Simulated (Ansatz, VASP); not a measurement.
**Two plane-wave programs on SnO2**

```
CELL_PARAMETERS angstrom
1.61709 0.93363 4.80059
-1.61709 0.93363 4.80059
0.00000 -1.86726 4.80059
ATOMIC_POSITIONS crystal
Sn 0.50000 0.50000 0.50000
O 0.24335 0.23099 0.23717
O 0.76283 0.76283 0.76283
```

Alike in both runs: task single point; functional PBEsol; k mesh 6 × 6 × 6; no spin polarisation.

|  | VASP | Ansatz |
| --- | --- | --- |
| version | VASP 6.6.1 | Ansatz 0.2.0 |
| potentials or method | VASP PAW PBE potentials, release 64 (Sn_d, O), cutoff 520 eV | plane waves, PAW |
| occupations | gaussian, width 0.01 eV | fixed |
| valence electrons in the cell | 26 | 26 |

|  | VASP | Ansatz | Ansatz less VASP |
| --- | --- | --- | --- |
| rms of the force components (eV/Å) | 0.177 | 0.199 | +0.0217 |

VASP's potentials were made for PBE, not for PBEsol. Atom by atom the forces differ by 0.024 eV/Å (rms over components).
